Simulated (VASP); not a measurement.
Ge:

```
Ge
1.0
     5.93000    0.00000    0.00000
     0.00000    5.93000    0.00000
     0.00000    0.00000    6.98000
Ge
12
Direct
  0.37500 0.16670 0.75000
  0.33330 0.87500 0.50000
  0.62500 0.83330 0.25000
  0.66670 0.12500 0.00000
  0.87500 0.33330 0.50000
  0.83330 0.62500 0.75000
  0.12500 0.66670 0.00000
  0.16670 0.37500 0.25000
  0.57500 0.42500 0.25000
  0.92500 0.92500 0.50000
  0.42500 0.57500 0.75000
  0.07500 0.07500 0.00000
```

- Program: VASP 6.6.1
- Task: relaxation of cell and atoms
- Functional: PBEsol
- Dispersion: D3(BJ)
- Potentials or basis: VASP PAW PBE potentials, release 64 (Ge_d)
- Cutoff: 500 eV
- k mesh: 5 × 5 × 4
- Occupations: fermi-dirac, width 0.05 eV
- Spin: no spin polarisation

At the start: pressure -2.0 GPa; volume 20.45 Å³/atom.

Task: How do energy, volume and symmetry change on relaxing?

Result: Over 21 steps the energy falls by 23.3 meV/atom and the volume is 19.54 Å³/atom (-4.5 %); space group P4_32_12 (No. 96, to 0.1 Å) before and after.

The path:
```csv
step,energy change (eV),largest force (eV/Å),pressure (GPa),volume (Å³)
1,0.0000,0.8457,-1.96,245.45
2,-0.1535,0.2588,0.83,236.64
3,-0.1540,0.2476,0.68,237.06
4,-0.1934,0.1926,0.15,238.46
5,-0.2068,0.1964,-0.51,240.25
6,-0.2073,0.1901,-0.46,239.96
7,-0.2229,0.1286,-0.01,238.24
8,-0.2239,0.1293,0.15,237.62
9,-0.2398,0.1065,0.14,237.03
10,-0.2710,0.0440,0.21,235.25
11,-0.2561,0.1086,0.37,231.65
12,-0.2781,0.0237,0.19,233.99
13,-0.2781,0.0264,0.26,233.87
14,-0.2763,0.0294,-0.55,235.96
15,-0.2787,0.0203,0.00,234.60
16,-0.2787,0.0200,-0.01,234.65
17,-0.2787,0.0198,-0.04,234.71
18,-0.2787,0.0201,-0.08,234.67
19,-0.2788,0.0092,0.16,234.08
20,-0.2789,0.0128,0.06,234.37
21,-0.2791,0.0089,0.03,234.50
```

Final structure:
```cif
data_structure
_symmetry_space_group_name_H-M 'P 1'
_symmetry_Int_Tables_number 1
_cell_length_a 5.8656
_cell_length_b 5.8656
_cell_length_c 6.8157
_cell_angle_alpha 90.000
_cell_angle_beta 90.000
_cell_angle_gamma 90.000
_cell_volume 234.50
loop_
_atom_site_label
_atom_site_type_symbol
_atom_site_fract_x
_atom_site_fract_y
_atom_site_fract_z
_atom_site_occupancy
Ge1 Ge 0.36769 0.17376 0.73565 1
Ge2 Ge 0.32624 0.86769 0.48565 1
Ge3 Ge 0.63231 0.82624 0.23565 1
Ge4 Ge 0.67376 0.13231 0.98565 1
Ge5 Ge 0.86769 0.32624 0.51435 1
Ge6 Ge 0.82624 0.63231 0.76435 1
Ge7 Ge 0.13231 0.67376 0.01435 1
Ge8 Ge 0.17376 0.36769 0.26435 1
Ge9 Ge 0.59071 0.40929 0.25000 1
Ge10 Ge 0.90929 0.90929 0.50000 1
Ge11 Ge 0.40929 0.59071 0.75000 1
Ge12 Ge 0.09071 0.09071 0.00000 1
```

Caveat: the PAW data sets were made with another functional, which shifts forces and pressure a little.
